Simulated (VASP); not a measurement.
# Si3Ge (P-6m2) in VASP: further runs

Si3Ge is run at these levels: PBE; tasks: single point, relaxation of cell and atoms.

All numbers are computed with VASP 6.6.1; they aren't measurements. Logs are shortened: lines on timing, memory, paths and dates and some standing lists are left out, and cuts for length are marked.

### 1 The cell of the first run

The structure is hexagonal, space group P-6m2 (No. 187). Conventional cell: a = 2.805 Å, b = 2.805 Å, c = 9.296 Å, α = 90.00°, β = 90.00°, γ = 120.00°. Within 3.6 Å of Si (site symmetry 3m) lie 9 Si at 2.70 to 2.80 Å and 3 Ge at 2.97 Å. Si (site symmetry -6m2) has 12 Si at 2.70 to 2.80 Å within 3.6 Å. Ge (site symmetry -6m2) has 6 Ge at 2.80 Å and 6 Si at 2.97 Å within 3.7 Å.

### 2 Single point, PBE

Input file INCAR:

```
SYSTEM = Si3Ge
PREC = Accurate
ENCUT = 500
EDIFF = 1E-6
ISMEAR = 0
SIGMA = 0.1
LREAL = .False.
LASPH = .True.
NELM = 120
ALGO = Normal
ISIF = 2
LWAVE = .False.
LCHARG = .True.
GGA = PE
LELF = .True.
LVHAR = .True.
NBANDS = 21
GGA_COMPAT = .False.
```

Input file KPOINTS:

```
Automatic mesh
0
Gamma
  18 18 6
  0 0 0
```

Input file POSCAR:

```
Si3Ge
1.0
    2.8045225812      0.0000000000      0.0000000000
   -1.4022612906      2.4287878008      0.0000000000
    0.0000000000      0.0000000000      9.2958606386
Si Ge
3 1
Direct
    0.3333333333      0.6666666667      0.7326127482
    0.3333333333      0.6666666667      0.2673872518
    0.6666666667      0.3333333333      0.5000000000
    0.6666666667      0.3333333333      0.0000000000
```

Potentials or basis: VASP PAW PBE potentials, release 64 (Si, Ge_d).

Started as:

```sh
cat potpaw_PBE.64/Si/POTCAR potpaw_PBE.64/Ge_d/POTCAR > POTCAR
mpirun -np 1 vasp_std > vasp.out
```

OUTCAR:

```text
SYSTEM = Si3Ge
   PREC = Accurate
   ENCUT = 500
   EDIFF = 1E-6
   ISMEAR = 0
   LREAL = .False.
   LASPH = .True.
   NELM = 120
   ISIF = 2
   GGA = PE

 ion  position               nearest neighbor table
   1  0.333  0.667  0.733-   3 2.70   3 2.70   3 2.70   4 2.97   4 2.97   4 2.97
   2  0.333  0.667  0.267-   3 2.70   3 2.70   3 2.70   4 2.97   4 2.97   4 2.97
   3  0.667  0.333  0.500-   1 2.70   2 2.70   1 2.70   2 2.70   1 2.70   2 2.70
   4  0.667  0.333  0.000-   1 2.97   2 2.97   1 2.97   2 2.97   1 2.97   2 2.97

  LATTYP: Found a hexagonal cell.
 ALAT       =     2.8045225812
 C/A-ratio  =     3.3145964668

  Lattice vectors:

 A1 = (   2.8045225812,   0.0000000000,   0.0000000000)
 A2 = (  -1.4022612906,   2.4287878008,   0.0000000000)
 A3 = (   0.0000000000,   0.0000000000,   9.2958606386)

Analysis of symmetry for initial positions (statically):
=====================================================================
 Subroutine PRICEL returns:
 Original cell was already a primitive cell.

 Routine SETGRP: Setting up the symmetry group for a
 hexagonal supercell.

 Subroutine GETGRP returns: Found 12 space group operations
 (whereof 12 operations were pure point group operations)
 out of a pool of 24 trial point group operations.

The static configuration has the point symmetry D_3h.

Analysis of symmetry for dynamics (positions and initial velocities):
=====================================================================
 Subroutine PRICEL returns:
 Original cell was already a primitive cell.

 Routine SETGRP: Setting up the symmetry group for a
 hexagonal supercell.

 Subroutine GETGRP returns: Found 12 space group operations
 (whereof 12 operations were pure point group operations)
 out of a pool of 24 trial point group operations.

The dynamic configuration has the point symmetry D_3h.

 Subroutine INISYM returns: Found 12 space group operations
 (whereof 12 operations are pure point group operations),
 and found     1 'primitive' translations

----------------------------------------------------------------------------------------

                                     Primitive cell

  volume of cell :      63.3196

  direct lattice vectors                    reciprocal lattice vectors
     2.804522581  0.000000000  0.000000000     0.356566928  0.205864012  0.000000000
    -1.402261291  2.428787801  0.000000000     0.000000000  0.411728023  0.000000000
     0.000000000  0.000000000  9.295860639     0.000000000  0.000000000  0.107574762

  length of vectors
     2.804522581  2.804522581  9.295860639     0.411728023  0.411728023  0.107574762

  position of ions in fractional coordinates (direct lattice)
     0.333333333  0.666666667  0.732612748
     0.333333333  0.666666667  0.267387252
     0.666666667  0.333333333  0.500000000
     0.666666667  0.333333333  0.000000000

  ion indices of the primitive-cell ions
   primitive index   ion index
                 1           1
                 2           2
                 3           3
                 4           4

----------------------------------------------------------------------------------------

 KPOINTS: Automatic mesh

Automatic generation of k-mesh.
 Grid dimensions read from file:
 generate k-points for:   18   18    6

 Generating k-lattice:

  Cartesian coordinates                     Fractional coordinates (reciprocal lattice)
     0.019809274  0.011436890  0.000000000     0.055555556  0.000000000  0.000000000
     0.000000000  0.022873779  0.000000000     0.000000000  0.055555556  0.000000000
     0.000000000  0.000000000  0.017929127     0.000000000  0.000000000  0.166666667

  Length of vectors
     0.022873779  0.022873779  0.017929127

  Shift w.r.t. Gamma in fractional coordinates (k-lattice)
     0.000000000  0.000000000  0.000000000

 Subroutine IBZKPT returns following result:
 ===========================================

 Found    148 irreducible k-points:

 Following reciprocal coordinates:
            Coordinates               Weight
  0.000000  0.000000  0.000000      1.000000
  0.055556  0.000000  0.000000      6.000000
  0.111111  0.000000  0.000000      6.000000
  0.166667  0.000000  0.000000      6.000000
  0.222222  0.000000  0.000000      6.000000
  0.277778  0.000000  0.000000      6.000000
[... 16 lines left out ...]
  0.333333  0.111111  0.000000     12.000000
  0.388889  0.111111  0.000000     12.000000
 [... further k-points ...]
   k-points           NKPTS =    148   k-points in BZ     NKDIM =    148   number of bands    NBANDS=     21
   number of dos      NEDOS =    301   number of ions     NIONS =      4
   total plane-waves  NPLWV =  28000
   dimension x,y,z NGX =    20 NGY =   20 NGZ =   70
   dimension x,y,z NGXF=    40 NGYF=   40 NGZF=  140
   ions per type =               3   1
   NGX,Y,Z   is equivalent  to a cutoff of  11.86, 11.86, 12.52 a.u.
   NGXF,Y,Z  is equivalent  to a cutoff of  23.71, 23.71, 25.04 a.u.
 SYSTEM =  Si3Ge
   PREC   = accura    normal or accurate (medium, high low for compatibility)
   ISTART =      0    job   : 0-new  1-cont  2-samecut
   ICHARG =      2    charge: 1-file 2-atom 10-const
   ISPIN  =      1    spin polarized calculation?
   LNONCOLLINEAR =      F non collinear calculations
   LSORBIT =      F    spin-orbit coupling
   LASPH  =      T    aspherical Exc in radial PAW
   ENCUT  =  500.0 eV  36.75 Ry    6.06 a.u.   5.11  5.11 16.95*2*pi/ulx,y,z
   NELM   =    120;   NELMIN=  2; NELMDL= -5     # of ELM steps
   EDIFF  = 0.1E-05   stopping-criterion for ELM
   LREAL  =      F    real-space projection
   EDIFFG = 0.1E-04   stopping-criterion for IOM
   NSW    =      0    number of steps for IOM
   IBRION =     -1    ionic relax: 0-MD 1-quasi-New 2-CG
   NFREE  =      0    steps in history (QN), initial steepest desc. (CG)
   ISIF   =      2    stress and relaxation
   ISYM   =      2    0-nonsym 1-usesym 2-fastsym
   POTIM  = 0.5000    time-step for ionic-motion
   TEBEG  =    0.0;   TEEND  =   0.0 temperature during run
   PSTRESS=    0.0 pullay stress
   NELECT =      26.0000    total number of electrons
   NUPDOWN=      -1.0000    fix difference up-down
   EMIN   =  10.00;   EMAX   =-10.00  energy-range for DOS
   EFERMI =   0.00;   METHOD = LEGACY
   ISMEAR =     0;   SIGMA  =   0.10  broadening in eV -4-tet -1-fermi 0-gaus
   EFERMI_NEDOS =   21; number of points for ismear=-14 and -15
   IALGO  =     38    algorithm
   IMIX   =      4    mixing-type and parameters
     AMIX     =   0.40;   BMIX     =  1.00
     AMIX_MAG =   1.60;   BMIX_MAG =  1.00
  volume/ion in A,a.u.               =      15.83       106.83
  Fermi-wavevector in a.u.,A,eV,Ry     =   1.216802  2.299422 20.144882  1.480607
  Thomas-Fermi vector in A             =   2.352144
   LORBIT       =      0    0 simple, 1 ext, 2 COOP (PROOUT), +10 PAW based schemes
   GGA     = PE    functional components
   LHFCALC =     F    Hartree Fock is set to
   AEXX    =    0.0000 exact exchange contribution
   IVDW    =     0    specifies the selected vdW correction
   LEPSILON=     F    determine dielectric tensor
   LRPA    =     F    only Hartree local field effects (RPA)
 non-spin polarized calculation
 Gauss-broadening in eV      SIGMA  =   0.10
  energy-cutoff  :      500.00
  volume of cell :       63.32
 maximum number of plane-waves:      1635
   NGX = 11   NGY = 11   NGZ = 33

 number of electron      25.9999988 magnetization

 Free energy of the ion-electron system (eV)
  ---------------------------------------------------
  ext. energy  EPLUGINS =         0.00000000
  ---------------------------------------------------
  free energy    TOTEN  =       -18.74947839 eV

  energy without entropy =      -18.74394344  energy(sigma->0) =      -18.74671091

 E-fermi :   8.9410     XC(G=0): -11.1671

 val. band max:        8.9374164130   @ k =   0.3889  -0.0000   0.3333
 cond. band min:       8.9420966195   @ k =   0.3889   0.0556   0.1667
 fundamental gap:      0.0046802065
 Fermi energy:         8.9409777966

 k-point     1 :       0.0000    0.0000    0.0000
  band No.  band energies     occupation
      1     -15.9007      2.00000
      2     -15.8789      2.00000
      3     -15.8789      2.00000
      4     -15.7840      2.00000
      5     -15.7840      2.00000
      6      -5.0278      2.00000
[... 13 lines left out ...]
     20      18.5591      0.00000
     21      19.1459      0.00000

 k-point     2 :       0.0556    0.0000    0.0000
  band No.  band energies     occupation
      1     -15.8980      2.00000
      2     -15.8796      2.00000
      3     -15.8745      2.00000
      4     -15.7866      2.00000
      5     -15.7845      2.00000
      6      -4.9514      2.00000
[... 13 lines left out ...]
     20      18.7141      0.00000
     21      19.0684      0.00000

 k-point     3 :       0.1111    0.0000    0.0000
  band No.  band energies     occupation
      1     -15.8945      2.00000
      2     -15.8773      2.00000
      3     -15.8616      2.00000
      4     -15.7942      2.00000
      5     -15.7862      2.00000
      6      -4.7222      2.00000
[... 13 lines left out ...]
     20      18.6805      0.00000
     21      19.0768      0.00000
[... 457 lines left out ...]
 k-point    23 :       0.3333    0.1111    0.0000
  band No.  band energies     occupation
      1     -15.9176      2.00000
      2     -15.8577      2.00000
      3     -15.8065      2.00000
      4     -15.7988      2.00000
      5     -15.7486      2.00000
      6      -1.0961      2.00000
[... 13 lines left out ...]
     20      13.7420      0.00000
     21      15.1820      0.00000

 k-point    24 :       0.3889    0.1111    0.0000
  band No.  band energies     occupation
      1     -15.9223      2.00000
      2     -15.8639      2.00000
      3     -15.8086      2.00000
      4     -15.7834      2.00000
      5     -15.7425      2.00000
      6      -0.0033      2.00000
[... 13 lines left out ...]
     20      14.4601      0.00000
     21      15.0136      0.00000

 [... further k-points ...]

------------------------ aborting loop because EDIFF is reached ----------------------------------------

  FORCE on cell =-STRESS in cart. coord.  units (eV):
  Direction    XX          YY          ZZ          XY          YZ          ZX
  --------------------------------------------------------------------------------------
  -------------------------------------------------------------------------------------
  Total       -0.0583885     -0.0583885     -0.0424082      0.0000000      0.0000000      0.0000000
  in kB       -1.4774061     -1.4774061     -1.0730553      0.0000000      0.0000000      0.0000000
  external PRESSURE =      -1.3426225 kB  Pullay stress =       0.0000000 kB

 VOLUME and BASIS-vectors are now :
 -----------------------------------------------------------------------------
  energy-cutoff  :      500.00
  volume of cell :       63.32
      direct lattice vectors                 reciprocal lattice vectors
     2.804522581  0.000000000  0.000000000     0.356566928  0.205864012  0.000000000
    -1.402261291  2.428787801  0.000000000     0.000000000  0.411728023  0.000000000
     0.000000000  0.000000000  9.295860639     0.000000000  0.000000000  0.107574762

 POSITION                                       TOTAL-FORCE (eV/Angst)
 -----------------------------------------------------------------------------------
     -0.00000      1.61919      6.81027        -0.000000     -0.000000     -0.007946
     -0.00000      1.61919      2.48559         0.000000      0.000000      0.007946
      1.40226      0.80960      4.64793         0.000000     -0.000000      0.000000
      1.40226      0.80960      0.00000         0.000000     -0.000000      0.000000
 -----------------------------------------------------------------------------------
    total drift:                               -0.000000      0.000000      0.000000

  FREE ENERGIE OF THE ION-ELECTRON SYSTEM (eV)
  ---------------------------------------------------
  free  energy   TOTEN  =       -18.7494783867 eV

  energy  without entropy=      -18.7439434410  energy(sigma->0) =      -18.74671091
```

It took 2.1 min on 1 thread of Intel Xeon Platinum 8488C (Sapphire Rapids), shared host; peak memory 0.29 GiB.

Results:

* Free energy: -18.7495 eV
* Pressure: -0.1 GPa
* Largest force: 0.008 eV/Å
* Band gap on the k mesh: zero (bands 13 and 14 overlap by 10.53 eV)

Forces on the atoms (eV/Å):
```
Si   0.000  0.000 -0.008
Si   0.000  0.000  0.008
Si   0.000  0.000  0.000
Ge   0.000  0.000  0.000
```

Levels at points of the mesh, in eV from the Fermi level:
```csv
k point,band 9,band 10,band 11,band 12,band 13,band 14,band 15,band 16,band 17,band 18
"(0.00, 0.00, 0.00)",-7.70,-6.42,0.95,1.20,7.48,7.48,8.82,8.82,9.08,9.08
"(0.50, 0.00, 0.00)",-6.39,-5.60,-5.57,-1.76,-1.65,-1.28,0.53,2.91,4.55,4.86
"(0.00, 0.00, 0.50)",-9.56,-3.58,-3.04,5.51,6.52,7.55,7.55,8.50,8.50,9.13
"(0.50, 0.00, 0.50)",-6.62,-4.96,-4.03,-3.89,-3.15,1.54,2.37,2.76,3.02,3.63
```

### 3 Relaxation of cell and atoms, PBE

This run uses another cell than the first one, of 15.89 Å³/atom.

Input file INCAR:

```
  PREC = Accurate
  ENCUT = 500
  EDIFF = 1E-7
  ISMEAR = 0
  SIGMA = 0.1
  LREAL = False
  LASPH = True
  NELM = 120
  ALGO = Normal
  ISIF = 3
  LWAVE = False
  LCHARG = False
  GGA = PE
  IBRION = 2
  NSW = 100
  EDIFFG = -0.01
  GGA_COMPAT = False
  NELMIN = 4
```

Input file KPOINTS:

```
regular mesh
0
Gamma
  18 18 6
```

Input file POSCAR:

```
Si3Ge
1.0
    2.8270737562      0.0000000000      0.0000000000
   -1.4135368781      2.4483176913      0.0000000000
    0.0000000000      0.0000000000      9.1821235477
Si Ge
3 1
Direct
    0.3333333333      0.6666666667      0.7294102018
    0.3333333333      0.6666666667      0.2705897982
    0.6666666667      0.3333333333      0.5000000000
    0.6666666667      0.3333333333      0.0000000000
```

Potentials or basis: VASP PAW PBE potentials, release 64 (Si, Ge_d).

Started as:

```sh
cat potpaw_PBE.64/Si/POTCAR potpaw_PBE.64/Ge_d/POTCAR > POTCAR
mpirun -np 1 vasp_std > vasp.out
```

Run time: 11 min. Hardware: 1 thread of Intel Xeon Platinum 8488C (Sapphire Rapids), shared host; peak memory 0.31 GiB.

The run converged. Its results:

- Free energy: -18.7495 eV
- Relaxed volume: 15.83 Å³/atom
- Relaxed cell: a = 2.803 Å, b = 2.803 Å, c = 9.307 Å, α = 90.00°, β = 90.00°, γ = 120.00°
- Space group after relaxing (to 0.1 Å): P-6m2 (No. 187)
- Energy gained by relaxing: 4.6 meV/atom
- Ionic steps: 10
- Pressure after relaxing: 0.0 GPa
- Largest force after relaxing: 0.010 eV/Å

Forces on the atoms (eV/Å):
```
Si   0.000  0.000  0.010
Si   0.000  0.000 -0.010
Si   0.000  0.000  0.000
Ge   0.000  0.000  0.000
```

Step by step:
| step | energy change (eV) | largest force (eV/Å) | pressure (GPa) | volume (Å³) |
| --- | --- | --- | --- | --- |
| 1 | 0.0000 | 0.2453 | 0.00 | 63.55 |
| 2 | -0.0154 | 0.1168 | -0.17 | 63.55 |
| 3 | -0.0176 | 0.0515 | -0.24 | 63.55 |
| 4 | -0.0179 | 0.0220 | -0.26 | 63.55 |
| 5 | -0.0179 | 0.0171 | -0.26 | 63.55 |
| 6 | -0.0182 | 0.0177 | 0.05 | 63.28 |
| 7 | -0.0182 | 0.0177 | 0.05 | 63.30 |
| 8 | -0.0182 | 0.0176 | 0.03 | 63.31 |
| 9 | -0.0182 | 0.0157 | 0.02 | 63.31 |
| 10 | -0.0183 | 0.0098 | 0.00 | 63.31 |

Final structure:
```
Si Ge
1.0
     2.80260    0.00000    0.00000
    -1.40130    2.42713    0.00000
     0.00000    0.00000    9.30667
Si Ge
3 1
Direct
  0.33333 0.66667 0.73208
  0.33333 0.66667 0.26792
  0.66667 0.33333 0.50000
  0.66667 0.33333 0.00000
```

Levels at points of the mesh, in eV from the Fermi level:
```
           k point  band 11  band 12  band 13  band 14  band 15  band 16
(0.00, 0.00, 0.00)     0.91     1.17     7.50     7.50     8.85     8.85
(0.50, 0.00, 0.00)    -5.57    -1.77    -1.66    -1.27     0.53     2.92
(0.00, 0.00, 0.50)    -3.05     5.47     6.50     7.56     7.56     8.54
(0.50, 0.00, 0.50)    -4.04    -3.87    -3.14     1.52     2.37     2.75
```

Caveat: the highest band is partly filled, so the run has too few bands.
